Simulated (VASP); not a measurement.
# W (Im-3m) in VASP: single point with PBE

Aim: the single point of W with PBE.

Program: VASP 6.6.1. These are calculated values, not measurements. Logs are shortened: lines on timing, memory, paths and dates and some standing lists are left out, and cuts for length are marked.

## Step 1: The cell of the first run

The structure is cubic, space group Im-3m (No. 229). The conventional cell has a = 3.165 Å, b = 3.165 Å, c = 3.165 Å, α = 90.00°, β = 90.00°, γ = 90.00°. W (site symmetry m-3m) has 14 W at 2.74 to 3.16 Å within 3.6 Å.

## Step 2: Single point, PBE

Contents of INCAR:

```
  PREC = Accurate
  ENCUT = 500
  EDIFF = 1E-6
  ISMEAR = 1
  SIGMA = 0.1
  LREAL = False
  LASPH = True
  NELM = 120
  ALGO = Normal
  ISIF = 2
  LWAVE = False
  LCHARG = True
  GGA = PE
  LELF = True
  LVHAR = True
  NBANDS = 13
  GGA_COMPAT = False
```

Contents of KPOINTS:

```
Automatic mesh
0
Gamma
  8 8 8
```

Contents of POSCAR:

```
W
1.0
   -1.5823450000      1.5823450000      1.5823450000
    1.5823450000     -1.5823450000      1.5823450000
    1.5823450000      1.5823450000     -1.5823450000
W
1
Direct
    0.0000000000      0.0000000000      0.0000000000
```

Potentials or basis: VASP PAW PBE potentials, release 64 (W_sv).

Run with:

```
cat potpaw_PBE.64/W_sv/POTCAR > POTCAR
mpirun -np 1 vasp_std > vasp.out
```

OUTCAR:

```text
PREC = Accurate
   ENCUT = 500
   EDIFF = 1E-6
   ISMEAR = 1
   LREAL = False
   LASPH = True
   NELM = 120
   ISIF = 2
   GGA = PE

 ion  position               nearest neighbor table
   1  0.000  0.000  0.000-

  LATTYP: Found a body centered cubic cell.
 ALAT       =     3.1646900000

  Lattice vectors:

 A1 = (  -1.5823450000,   1.5823450000,   1.5823450000)
 A2 = (   1.5823450000,  -1.5823450000,   1.5823450000)
 A3 = (   1.5823450000,   1.5823450000,  -1.5823450000)

Analysis of symmetry for initial positions (statically):
=====================================================================
 Subroutine PRICEL returns:
 Original cell was already a primitive cell.

 Routine SETGRP: Setting up the symmetry group for a
 body centered cubic supercell.

 Subroutine GETGRP returns: Found 48 space group operations
[... 9 lines left out ...]

 Routine SETGRP: Setting up the symmetry group for a
 body centered cubic supercell.

 Subroutine GETGRP returns: Found 48 space group operations
[... 11 lines left out ...]
                                     Primitive cell

  volume of cell :      15.8476

  direct lattice vectors                    reciprocal lattice vectors
    -1.582345000  1.582345000  1.582345000     0.000000000  0.315986716  0.315986716
     1.582345000 -1.582345000  1.582345000     0.315986716  0.000000000  0.315986716
     1.582345000  1.582345000 -1.582345000     0.315986716  0.315986716  0.000000000

  length of vectors
     2.740701935  2.740701935  2.740701935     0.446872699  0.446872699  0.446872699

  position of ions in fractional coordinates (direct lattice)
     0.000000000  0.000000000  0.000000000

  ion indices of the primitive-cell ions
   primitive index   ion index
                 1           1

----------------------------------------------------------------------------------------

 KPOINTS: Automatic mesh

Automatic generation of k-mesh.
 Grid dimensions read from file:
 generate k-points for:    8    8    8

 Generating k-lattice:

  Cartesian coordinates                     Fractional coordinates (reciprocal lattice)
     0.000000000  0.039498339  0.039498339     0.125000000  0.000000000  0.000000000
     0.039498339  0.000000000  0.039498339     0.000000000  0.125000000  0.000000000
     0.039498339  0.039498339  0.000000000     0.000000000  0.000000000  0.125000000

  Length of vectors
     0.055859087  0.055859087  0.055859087

  Shift w.r.t. Gamma in fractional coordinates (k-lattice)
     0.000000000  0.000000000  0.000000000

 Subroutine IBZKPT returns following result:
 ===========================================

 Found     29 irreducible k-points:

 Following reciprocal coordinates:
            Coordinates               Weight
  0.000000  0.000000  0.000000      1.000000
  0.125000  0.000000  0.000000     12.000000
  0.250000  0.000000  0.000000     12.000000
  0.375000  0.000000  0.000000     12.000000
  0.500000  0.000000  0.000000      6.000000
  0.125000  0.125000  0.000000     24.000000
[... 16 lines left out ...]
 -0.250000  0.250000  0.250000      6.000000
 -0.375000  0.375000  0.250000     24.000000
 [... further k-points ...]
   k-points           NKPTS =     29   k-points in BZ     NKDIM =     29   number of bands    NBANDS=     13
   number of dos      NEDOS =    301   number of ions     NIONS =      1
   total plane-waves  NPLWV =   8000
   dimension x,y,z NGX =    20 NGY =   20 NGZ =   20
   dimension x,y,z NGXF=    40 NGYF=   40 NGZF=   40
   ions per type =               1
   NGX,Y,Z   is equivalent  to a cutoff of  12.13, 12.13, 12.13 a.u.
   NGXF,Y,Z  is equivalent  to a cutoff of  24.26, 24.26, 24.26 a.u.
 SYSTEM =  unknown system
   PREC   = accura    normal or accurate (medium, high low for compatibility)
   ISTART =      0    job   : 0-new  1-cont  2-samecut
   ICHARG =      2    charge: 1-file 2-atom 10-const
   ISPIN  =      1    spin polarized calculation?
   LNONCOLLINEAR =      F non collinear calculations
   LSORBIT =      F    spin-orbit coupling
   LASPH  =      T    aspherical Exc in radial PAW
   ENCUT  =  500.0 eV  36.75 Ry    6.06 a.u.   5.00  5.00  5.00*2*pi/ulx,y,z
   NELM   =    120;   NELMIN=  2; NELMDL= -5     # of ELM steps
   EDIFF  = 0.1E-05   stopping-criterion for ELM
   LREAL  =      F    real-space projection
   EDIFFG = 0.1E-04   stopping-criterion for IOM
   NSW    =      0    number of steps for IOM
   IBRION =     -1    ionic relax: 0-MD 1-quasi-New 2-CG
   NFREE  =      0    steps in history (QN), initial steepest desc. (CG)
   ISIF   =      2    stress and relaxation
   ISYM   =      2    0-nonsym 1-usesym 2-fastsym
   POTIM  = 0.5000    time-step for ionic-motion
   TEBEG  =    0.0;   TEEND  =   0.0 temperature during run
   PSTRESS=    0.0 pullay stress
   NELECT =      14.0000    total number of electrons
   NUPDOWN=      -1.0000    fix difference up-down
   EMIN   =  10.00;   EMAX   =-10.00  energy-range for DOS
   EFERMI =   0.00;   METHOD = LEGACY
   ISMEAR =     1;   SIGMA  =   0.10  broadening in eV -4-tet -1-fermi 0-gaus
   EFERMI_NEDOS =   21; number of points for ismear=-14 and -15
   IALGO  =     38    algorithm
   IMIX   =      4    mixing-type and parameters
     AMIX     =   0.40;   BMIX     =  1.00
     AMIX_MAG =   1.60;   BMIX_MAG =  1.00
  volume/ion in A,a.u.               =      15.85       106.94
  Fermi-wavevector in a.u.,A,eV,Ry     =   1.570832  2.968442 33.572544  2.467512
  Thomas-Fermi vector in A             =   2.672506
   LORBIT       =      0    0 simple, 1 ext, 2 COOP (PROOUT), +10 PAW based schemes
   GGA     = PE    functional components
   LHFCALC =     F    Hartree Fock is set to
   AEXX    =    0.0000 exact exchange contribution
   IVDW    =     0    specifies the selected vdW correction
   LEPSILON=     F    determine dielectric tensor
   LRPA    =     F    only Hartree local field effects (RPA)
 non-spin polarized calculation
 Methfessel and Paxton  Order N= 1 SIGMA  =   0.10
  energy-cutoff  :      500.00
  volume of cell :       15.85
 maximum number of plane-waves:       420
   NGX =  9   NGY =  9   NGZ =  9

 number of electron      14.0000004 magnetization

 Free energy of the ion-electron system (eV)
  ---------------------------------------------------
  ext. energy  EPLUGINS =         0.00000000
  ---------------------------------------------------
  free energy    TOTEN  =       -12.94857183 eV

  energy without entropy =      -12.94923013  energy(sigma->0) =      -12.94879126

 E-fermi :  11.0103     XC(G=0): -13.6421

 val. band max:       10.9440475756   @ k =   0.1250   0.0000   0.0000
 cond. band min:      11.5149602107   @ k =  -0.2500   0.2500   0.1250
 fundamental gap:      0.5709126351
 Fermi energy:        11.0103111245

 k-point     1 :       0.0000    0.0000    0.0000
  band No.  band energies     occupation
      1     -62.7338      2.00000
      2     -26.2953      2.00000
      3     -26.2953      2.00000
      4     -26.2953      2.00000
      5       1.8089      2.00000
      6      10.2208      2.00000
      7      10.2208      2.00000
      8      10.2208      2.00000
      9      13.7106      0.00000
     10      13.7106      0.00000
     11      25.9646      0.00000
     12      25.9646      0.00000
     13      25.9646      0.00000

 k-point     2 :       0.1250    0.0000    0.0000
  band No.  band energies     occupation
      1     -62.7144      2.00000
      2     -26.4977      2.00000
      3     -26.3588      2.00000
      4     -26.2964      2.00000
      5       2.5394      2.00000
      6       9.7926      2.00000
      7      10.0726      2.00000
      8      10.9440      1.89229
      9      13.1683      0.00000
     10      13.7262      0.00000
     11      26.5086      0.00000
     12      27.2165      0.00000
     13      27.5626      0.00000

 k-point     3 :       0.2500    0.0000    0.0000
  band No.  band energies     occupation
      1     -62.6670      2.00000
      2     -26.9656      2.00000
      3     -26.5090      2.00000
      4     -26.2989      2.00000
      5       4.2260      2.00000
      6       8.9046      2.00000
      7       9.5925      2.00000
      8      12.9854     -0.00000
      9      13.0846      0.00000
     10      13.8997      0.00000
     11      26.2071      0.00000
     12      27.9869      0.00000
     13      30.5254      0.00000

 k-point     4 :       0.3750    0.0000    0.0000
  band No.  band energies     occupation
      1     -62.6193      2.00000
      2     -27.4077      2.00000
      3     -26.6554      2.00000
      4     -26.3016      2.00000
      5       5.1679      2.00000
      6       8.1586      2.00000
      7      10.5436      2.00000
      8      13.6191      0.00000
      9      14.3106      0.00000
     10      15.8265      0.00000
     11      24.0094      0.00000
     12      24.4766      0.00000
     13      30.9531      0.00000

 k-point     5 :       0.5000    0.0000    0.0000
  band No.  band energies     occupation
      1     -62.5994      2.00000
      2     -27.5841      2.00000
      3     -26.7149      2.00000
      4     -26.3027      2.00000
      5       5.1701      2.00000
      6       7.8798      2.00000
      7      12.1249     -0.00000
      8      13.6052      0.00000
      9      14.5844      0.00000
     10      17.6037      0.00000
     11      22.5374      0.00000
     12      22.9338      0.00000
     13      28.2852      0.00000

 k-point     6 :       0.1250    0.1250    0.0000
  band No.  band energies     occupation
      1     -62.6809      2.00000
      2     -26.8189      2.00000
      3     -26.4336      2.00000
      4     -26.3438      2.00000
      5       3.8105      2.00000
      6       9.3255      2.00000
      7       9.3950      2.00000
      8      12.4829     -0.00000
      9      12.6726     -0.00000
     10      14.0623      0.00000
     11      27.4669      0.00000
     12      27.8084      0.00000
     13      29.1548      0.00000

 k-point     7 :       0.2500    0.1250   -0.0000
  band No.  band energies     occupation
      1     -62.6333      2.00000
      2     -27.2207      2.00000
      3     -26.6164      2.00000
      4     -26.3648      2.00000
      5       5.4041      2.00000
      6       8.5123      2.00000
      7       9.2267      2.00000
      8      12.9479     -0.00000
      9      14.4279      0.00000
     10      15.1897      0.00000
     11      25.1009      0.00000
     12      26.8164      0.00000
     13      30.7202      0.00000
[... 193 lines left out ...]
 k-point    20 :      -0.3750    0.5000    0.1250
  band No.  band energies     occupation
      1     -62.5746      2.00000
      2     -27.3974      2.00000
      3     -26.9412      2.00000
      4     -26.5350      2.00000
      5       6.7208      2.00000
      6       8.3854      2.00000
      7       9.3046      2.00000
      8      12.4658     -0.00000
      9      15.2831      0.00000
     10      18.6928      0.00000
     11      22.2647      0.00000
     12      26.1710      0.00000
     13      28.6061      0.00000

 k-point    21 :      -0.3750   -0.3750    0.1250
  band No.  band energies     occupation
      1     -62.5624      2.00000
      2     -27.2329      2.00000
      3     -27.2329      2.00000
      4     -26.5482      2.00000
      5       7.9753      2.00000
      6       7.9753      2.00000
      7       8.0992      2.00000
      8      14.2922      0.00000
      9      14.2922      0.00000
     10      20.3144      0.00000
     11      22.7891      0.00000
     12      22.7891      0.00000
     13      31.9306      0.00000

 k-point    22 :       0.2500    0.2500    0.2500
  band No.  band energies     occupation
      1     -62.5905      2.00000
      2     -26.9470      2.00000
      3     -26.9470      2.00000
      4     -26.9470      2.00000
      5       8.4823      2.00000
      6       8.4823      2.00000
      7       8.4823      2.00000
      8      14.7504      0.00000
      9      14.7504      0.00000
     10      18.0743      0.00000
     11      23.7075      0.00000
     12      23.7075      0.00000
     13      23.7075      0.00000

 k-point    23 :      -0.2500    0.2500    0.2500
  band No.  band energies     occupation
      1     -62.6085      2.00000
      2     -26.9893      2.00000
      3     -26.7398      2.00000
      4     -26.7397      2.00000
      5       6.2338      2.00000
      6       8.6317      2.00000
      7      10.9159      2.03658
      8      10.9159      2.03658
      9      12.8111     -0.00000
     10      14.9473      0.00000
     11      25.9562      0.00000
     12      30.9464      0.00000
     13      30.9464      0.00000

 k-point    24 :      -0.3750    0.3750    0.2500
  band No.  band energies     occupation
      1     -62.5670      2.00000
      2     -27.2586      2.00000
      3     -26.8975      2.00000
      4     -26.7775      2.00000
      5       6.8997      2.00000
      6       7.6225      2.00000
      7      10.9210      2.02022
      8      11.7182     -0.00000
      9      15.1812      0.00000
     10      15.8438      0.00000
     11      25.1531      0.00000
     12      27.6566      0.00000
     13      28.7909      0.00000

 [... further k-points ...]

------------------------ aborting loop because EDIFF is reached ----------------------------------------

  FORCE on cell =-STRESS in cart. coord.  units (eV):
  Direction    XX          YY          ZZ          XY          YZ          ZX
  --------------------------------------------------------------------------------------
  -------------------------------------------------------------------------------------
  Total        0.6556100      0.6556100      0.6556100      0.0000000      0.0000000     -0.0000000
  in kB       66.2815404     66.2815404     66.2815404      0.0000000      0.0000000     -0.0000000
  external PRESSURE =      66.2815404 kB  Pullay stress =       0.0000000 kB

 VOLUME and BASIS-vectors are now :
 -----------------------------------------------------------------------------
  energy-cutoff  :      500.00
  volume of cell :       15.85
      direct lattice vectors                 reciprocal lattice vectors
    -1.582345000  1.582345000  1.582345000     0.000000000  0.315986716  0.315986716
     1.582345000 -1.582345000  1.582345000     0.315986716  0.000000000  0.315986716
     1.582345000  1.582345000 -1.582345000     0.315986716  0.315986716  0.000000000

 POSITION                                       TOTAL-FORCE (eV/Angst)
 -----------------------------------------------------------------------------------
      0.00000      0.00000      0.00000        -0.000000      0.000000      0.000000
 -----------------------------------------------------------------------------------
    total drift:                                0.000000     -0.000000     -0.000000

  FREE ENERGIE OF THE ION-ELECTRON SYSTEM (eV)
  ---------------------------------------------------
  free  energy   TOTEN  =       -12.9485718285 eV

  energy  without entropy=      -12.9492301283  energy(sigma->0) =      -12.94879126
```

Wall time 8.6 s (1 thread of Intel Xeon 8259CL, shared host); peak memory 0.13 GiB.

Results:

* Free energy: -12.9486 eV
* Pressure: 6.6 GPa
* Band gap on the k mesh: zero (band 7 reaches 16.62 eV, above the bottom of band 8 at 10.22 eV)

Caveat: spin-orbit coupling is left out, which moves the levels of the heavy elements.
